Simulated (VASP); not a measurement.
# Ni in VASP: further runs

The runs below take Ni through single point, with PBE, PBEsol.

Everything below comes from runs of VASP 6.6.1. Logs are shortened: lines on timing, memory, paths and dates and some standing lists are left out, and cuts for length are marked.

## (1) The cell of the first run

It takes space group Im-3m (No. 229, cubic). Conventional cell: a = 2.767 Å, b = 2.767 Å, c = 2.767 Å, α = 90.00°, β = 90.00°, γ = 90.00°. Ni (site symmetry m-3m) has 14 Ni at 2.40 to 2.77 Å within 3.2 Å.

This isn't the form of Ni at room conditions, which is fcc.

## (2) Single point, PBE, collinear spin, ferromagnetic start

INCAR

```
PREC = Accurate
ENCUT = 690
EDIFF = 1E-6
ISMEAR = 0
SIGMA = 0.1
LREAL = F
LASPH = T
NELM = 200
ALGO = Normal
ISIF = 2
LWAVE = F
LCHARG = F
ISPIN = 2
MAGMOM = 1
LORBIT = 11
LMAXMIX = 4
GGA = PE
NBANDS = 19
GGA_COMPAT = F
```

KPOINTS

```
Automatic mesh
0
Gamma
  11 11 11
```

POSCAR

```
Ni
1.0
   -1.3837154700      1.3837154700      1.3837154700
    1.3837154700     -1.3837154700      1.3837154700
    1.3837154700      1.3837154700     -1.3837154700
Ni
1
Direct
    0.0000000000      0.0000000000      0.0000000000
```

Potentials or basis: VASP PAW PBE potentials, release 64 (Ni_sv_GW).

Command:

```console
$ cat potpaw_PBE.64/Ni_sv_GW/POTCAR > POTCAR
$ mpirun -np 1 vasp_std > vasp.out
```

OUTCAR:

```text
PREC = Accurate
   ENCUT = 690
   EDIFF = 1E-6
   ISMEAR = 0
   LREAL = F
   LASPH = T
   NELM = 200
   ISIF = 2
   ISPIN = 2
   LORBIT = 11
   GGA = PE

 ion  position               nearest neighbor table
   1  0.000  0.000  0.000-

  LATTYP: Found a body centered cubic cell.
 ALAT       =     2.7674309400

  Lattice vectors:

 A1 = (  -1.3837154700,   1.3837154700,   1.3837154700)
 A2 = (   1.3837154700,  -1.3837154700,   1.3837154700)
 A3 = (   1.3837154700,   1.3837154700,  -1.3837154700)

Analysis of symmetry for initial positions (statically):
=====================================================================
 Subroutine PRICEL returns:
 Original cell was already a primitive cell.

 Routine SETGRP: Setting up the symmetry group for a
 body centered cubic supercell.

 Subroutine GETGRP returns: Found 48 space group operations
 (whereof 48 operations were pure point group operations)
 out of a pool of 48 trial point group operations.

The static configuration has the point symmetry O_h .

Analysis of symmetry for dynamics (positions and initial velocities):
=====================================================================
 Subroutine PRICEL returns:
 Original cell was already a primitive cell.

 Routine SETGRP: Setting up the symmetry group for a
 body centered cubic supercell.

 Subroutine GETGRP returns: Found 48 space group operations
 (whereof 48 operations were pure point group operations)
 out of a pool of 48 trial point group operations.

The dynamic configuration has the point symmetry O_h .

Analysis of structural, dynamic, and magnetic symmetry:
=====================================================================
 Subroutine PRICEL returns:
 Original cell was already a primitive cell.

 Routine SETGRP: Setting up the symmetry group for a
 body centered cubic supercell.

 Subroutine GETGRP returns: Found 48 space group operations
 (whereof 48 operations were pure point group operations)
 out of a pool of 48 trial point group operations.

The overall configuration has the point symmetry O_h .

 Subroutine INISYM returns: Found 48 space group operations
 (whereof 48 operations are pure point group operations),
 and found     1 'primitive' translations

----------------------------------------------------------------------------------------

                                     Primitive cell

  volume of cell :      10.5974

  direct lattice vectors                    reciprocal lattice vectors
    -1.383715470  1.383715470  1.383715470     0.000000000  0.361345964  0.361345964
     1.383715470 -1.383715470  1.383715470     0.361345964  0.000000000  0.361345964
     1.383715470  1.383715470 -1.383715470     0.361345964  0.361345964  0.000000000

  length of vectors
     2.396665497  2.396665497  2.396665497     0.511020363  0.511020363  0.511020363

  position of ions in fractional coordinates (direct lattice)
     0.000000000  0.000000000  0.000000000

  ion indices of the primitive-cell ions
   primitive index   ion index
                 1           1

----------------------------------------------------------------------------------------

 KPOINTS: Automatic mesh

Automatic generation of k-mesh.
 Grid dimensions read from file:
 generate k-points for:   11   11   11

 Generating k-lattice:

  Cartesian coordinates                     Fractional coordinates (reciprocal lattice)
     0.000000000  0.032849633  0.032849633     0.090909091  0.000000000  0.000000000
     0.032849633  0.000000000  0.032849633     0.000000000  0.090909091  0.000000000
     0.032849633  0.032849633  0.000000000     0.000000000  0.000000000  0.090909091

  Length of vectors
     0.046456397  0.046456397  0.046456397

  Shift w.r.t. Gamma in fractional coordinates (k-lattice)
     0.000000000  0.000000000  0.000000000

 Subroutine IBZKPT returns following result:
 ===========================================

 Found     56 irreducible k-points:

 Following reciprocal coordinates:
            Coordinates               Weight
  0.000000  0.000000  0.000000      1.000000
  0.090909  0.000000  0.000000     12.000000
  0.181818  0.000000  0.000000     12.000000
  0.272727  0.000000  0.000000     12.000000
  0.363636  0.000000  0.000000     12.000000
  0.454545  0.000000  0.000000     12.000000
[... 16 lines left out ...]
  0.272727  0.181818  0.090909     48.000000
  0.363636  0.181818  0.090909     24.000000
 [... further k-points ...]
   k-points           NKPTS =     56   k-points in BZ     NKDIM =     56   number of bands    NBANDS=     19
   number of dos      NEDOS =    301   number of ions     NIONS =      1
   total plane-waves  NPLWV =  13824
   dimension x,y,z NGX =    24 NGY =   24 NGZ =   24
   dimension x,y,z NGXF=    48 NGYF=   48 NGZF=   48
   ions per type =               1
   NGX,Y,Z   is equivalent  to a cutoff of  16.65, 16.65, 16.65 a.u.
   NGXF,Y,Z  is equivalent  to a cutoff of  33.30, 33.30, 33.30 a.u.
 SYSTEM =  unknown system
   PREC   = accura    normal or accurate (medium, high low for compatibility)
   ISTART =      0    job   : 0-new  1-cont  2-samecut
   ICHARG =      2    charge: 1-file 2-atom 10-const
   ISPIN  =      2    spin polarized calculation?
   LNONCOLLINEAR =      F non collinear calculations
   LSORBIT =      F    spin-orbit coupling
   LASPH  =      T    aspherical Exc in radial PAW
   ENCUT  =  690.0 eV  50.71 Ry    7.12 a.u.   5.13  5.13  5.13*2*pi/ulx,y,z
   NELM   =    200;   NELMIN=  2; NELMDL= -5     # of ELM steps
   EDIFF  = 0.1E-05   stopping-criterion for ELM
   LREAL  =      F    real-space projection
   EDIFFG = 0.1E-04   stopping-criterion for IOM
   NSW    =      0    number of steps for IOM
   IBRION =     -1    ionic relax: 0-MD 1-quasi-New 2-CG
   NFREE  =      0    steps in history (QN), initial steepest desc. (CG)
   ISIF   =      2    stress and relaxation
   ISYM   =      2    0-nonsym 1-usesym 2-fastsym
   POTIM  = 0.5000    time-step for ionic-motion
   TEBEG  =    0.0;   TEEND  =   0.0 temperature during run
   PSTRESS=    0.0 pullay stress
   NELECT =      18.0000    total number of electrons
   NUPDOWN=      -1.0000    fix difference up-down
   EMIN   =  10.00;   EMAX   =-10.00  energy-range for DOS
   EFERMI =   0.00;   METHOD = LEGACY
   ISMEAR =     0;   SIGMA  =   0.10  broadening in eV -4-tet -1-fermi 0-gaus
   EFERMI_NEDOS =   21; number of points for ismear=-14 and -15
   IALGO  =     38    algorithm
   IMIX   =      4    mixing-type and parameters
     AMIX     =   0.40;   BMIX     =  1.00
     AMIX_MAG =   1.60;   BMIX_MAG =  1.00
  volume/ion in A,a.u.               =      10.60        71.51
  Fermi-wavevector in a.u.,A,eV,Ry     =   1.953285  3.691173 51.910593  3.815321
  Thomas-Fermi vector in A             =   2.980140
   LORBIT       =     11    0 simple, 1 ext, 2 COOP (PROOUT), +10 PAW based schemes
   GGA     = PE    functional components
   LHFCALC =     F    Hartree Fock is set to
   AEXX    =    0.0000 exact exchange contribution
   IVDW    =     0    specifies the selected vdW correction
   LEPSILON=     F    determine dielectric tensor
   LRPA    =     F    only Hartree local field effects (RPA)
 spin polarized calculation
 Gauss-broadening in eV      SIGMA  =   0.10
  energy-cutoff  :      690.00
  volume of cell :       10.60
 maximum number of plane-waves:       447
 NGX is ok and might be reduce to    24
   NGX = 11   NGY = 11   NGZ = 11

 number of electron      18.0000007 magnetization       0.6068061

 Free energy of the ion-electron system (eV)
  ---------------------------------------------------
  ext. energy  EPLUGINS =         0.00000000
  ---------------------------------------------------
  free energy    TOTEN  =        -6.32019710 eV

  energy without entropy =       -6.31279386  energy(sigma->0) =       -6.31649548

 E-fermi :   8.0287     XC(G=0): -14.0417

 val. band max:        8.0126987836   @ k =  -0.1818   0.2727   0.0909
 cond. band min:       8.0495325223   @ k =   0.3636   0.1818  -0.0000
 fundamental gap:      0.0368337387
 Fermi energy:         8.0287299357

 spin component 1

 k-point     1 :       0.0000    0.0000    0.0000
  band No.  band energies     occupation
      1     -95.4452      1.00000
      2     -55.6877      1.00000
      3     -55.6877      1.00000
      4     -55.6877      1.00000
      5      -1.1226      1.00000
      6       5.6409      1.00000
[... 11 lines left out ...]
     18      41.0809      0.00000
     19      41.0810      0.00000

 k-point     2 :       0.0909    0.0000    0.0000
  band No.  band energies     occupation
      1     -95.4420      1.00000
      2     -55.7075      1.00000
      3     -55.6946      1.00000
      4     -55.6876      1.00000
      5      -0.7748      1.00000
      6       5.5605      1.00000
[... 11 lines left out ...]
     18      42.1357      0.00000
     19      44.0375      0.00000

 k-point     3 :       0.1818    0.0000    0.0000
  band No.  band energies     occupation
      1     -95.4328      1.00000
      2     -55.7603      1.00000
      3     -55.7126      1.00000
      4     -55.6872      1.00000
      5       0.2212      1.00000
      6       5.3488      1.00000
[... 11 lines left out ...]
     18      44.9296      0.00000
     19      48.1237      0.00000

 k-point     4 :       0.2727    0.0000    0.0000
  band No.  band energies     occupation
      1     -95.4217      1.00000
      2     -55.8297      1.00000
      3     -55.7368      1.00000
      4     -55.6869      1.00000
      5       1.6518      1.00000
      6       5.0795      1.00000
[... 407 lines left out ...]
     18      47.3801      0.00000
     19      49.4961      0.00000

 k-point    23 :       0.2727    0.1818    0.0909
  band No.  band energies     occupation
      1     -95.4045      1.00000
      2     -55.8895      1.00000
      3     -55.7824      1.00000
      4     -55.7236      1.00000
      5       4.0498      1.00000
      6       4.6750      1.00000
[... 11 lines left out ...]
     18      51.0178      0.00000
     19      51.8602      0.00000

 k-point    24 :       0.3636    0.1818    0.0909
  band No.  band energies     occupation
      1     -95.4025      1.00000
      2     -55.8897      1.00000
      3     -55.7998      1.00000
      4     -55.7250      1.00000
      5       4.0677      1.00000
      6       4.6265      1.00000
[... 11 lines left out ...]
     18      50.7409      0.00000
     19      55.8057      0.00000

 [... further k-points ...]

 spin component 2

 k-point     1 :       0.0000    0.0000    0.0000
  band No.  band energies     occupation
      1     -94.6583      1.00000
      2     -54.9182      1.00000
      3     -54.9182      1.00000
      4     -54.9182      1.00000
      5      -1.1290      1.00000
      6       6.3722      1.00000
[... 11 lines left out ...]
     18      41.2741      0.00000
     19      41.2881      0.00000

 k-point     2 :       0.0909    0.0000    0.0000
  band No.  band energies     occupation
      1     -94.6550      1.00000
      2     -54.9386      1.00000
      3     -54.9253      1.00000
      4     -54.9182      1.00000
      5      -0.7806      1.00000
      6       6.2857      1.00000
[... 11 lines left out ...]
     18      42.3036      0.00000
     19      44.1415      0.00000

 k-point     3 :       0.1818    0.0000    0.0000
  band No.  band energies     occupation
      1     -94.6455      1.00000
      2     -54.9931      1.00000
      3     -54.9439      1.00000
      4     -54.9177      1.00000
      5       0.2210      1.00000
      6       6.0582      1.00000
[... 11 lines left out ...]
     18      45.0284      0.00000
     19      48.2414      0.00000

 k-point     4 :       0.2727    0.0000    0.0000
  band No.  band energies     occupation
      1     -94.6341      1.00000
      2     -55.0647      1.00000
      3     -54.9687      1.00000
      4     -54.9175      1.00000
      5       1.6911      1.00000
      6       5.7697      1.00000
[... 407 lines left out ...]
     18      47.4684      0.00000
     19      49.5713      0.00000

 k-point    23 :       0.2727    0.1818    0.0909
  band No.  band energies     occupation
      1     -94.6164      1.00000
      2     -55.1263      1.00000
      3     -55.0158      1.00000
      4     -54.9554      1.00000
      5       4.4543      1.00000
      6       5.2746      1.00000
[... 11 lines left out ...]
     18      51.1318      0.00000
     19      51.9798      0.00000

 k-point    24 :       0.3636    0.1818    0.0909
  band No.  band energies     occupation
      1     -94.6144      1.00000
      2     -55.1265      1.00000
      3     -55.0337      1.00000
      4     -54.9568      1.00000
      5       4.5377      1.00000
      6       5.2341      1.00000
[... 11 lines left out ...]
     18      50.6934      0.00000
     19      56.0269      0.00000

 [... further k-points ...]

------------------------ aborting loop because EDIFF is reached ----------------------------------------

  FORCE on cell =-STRESS in cart. coord.  units (eV):
  Direction    XX          YY          ZZ          XY          YZ          ZX
  --------------------------------------------------------------------------------------
  -------------------------------------------------------------------------------------
  Total        0.4523204      0.4523204      0.4523204      0.0000000      0.0000000      0.0000000
  in kB       68.3842932     68.3842932     68.3842932      0.0000000      0.0000000      0.0000000
  external PRESSURE =      68.3842932 kB  Pullay stress =       0.0000000 kB

 VOLUME and BASIS-vectors are now :
 -----------------------------------------------------------------------------
  energy-cutoff  :      690.00
  volume of cell :       10.60
      direct lattice vectors                 reciprocal lattice vectors
    -1.383715470  1.383715470  1.383715470     0.000000000  0.361345964  0.361345964
     1.383715470 -1.383715470  1.383715470     0.361345964  0.000000000  0.361345964
     1.383715470  1.383715470 -1.383715470     0.361345964  0.361345964  0.000000000

 POSITION                                       TOTAL-FORCE (eV/Angst)
 -----------------------------------------------------------------------------------
      0.00000      0.00000      0.00000         0.000000      0.000000      0.000000
 -----------------------------------------------------------------------------------
    total drift:                               -0.000000      0.000000      0.000000

  FREE ENERGIE OF THE ION-ELECTRON SYSTEM (eV)
  ---------------------------------------------------
  free  energy   TOTEN  =        -6.3201971049 eV

  energy  without entropy=       -6.3127938584  energy(sigma->0) =       -6.31649548

 total charge

# of ion       s       p       d       f       tot
--------------------------------------------------
    1        2.242   6.303   7.824   0.005  16.375

 magnetization (x)

# of ion       s       p       d       f       tot
--------------------------------------------------
    1        0.000  -0.009   0.644  -0.000   0.634
```

Run time: 38 s. Hardware: 1 thread of AMD EPYC 7R13 (Zen 3), shared host; peak memory 0.15 GiB.

What came out:

```yaml
Free_energy: -6.3202 eV
Pressure: 6.8 GPa
Net_moment: 0.61 μB per cell
Site_moments: Ni +0.63 μB
Valence_electrons_inside_the_program's_atomic_spheres: Ni 16.38
```

Levels at points of the mesh, in eV from the Fermi level:
Spin up:
```
           k point  band 6  band 7  band 8  band 9  band 10  band 11  band 12  band 13
(0.00, 0.00, 0.00)   -2.39   -2.39   -2.39   -0.91    -0.91    26.50    26.50    26.50
```
Spin down:
```
           k point  band 6  band 7  band 8  band 9  band 10  band 11  band 12  band 13
(0.00, 0.00, 0.00)   -1.66   -1.66   -1.66   -0.37    -0.37    26.40    26.40    26.40
```

Caveat: the cell stands under pressure.

[end of part 1 of 2]
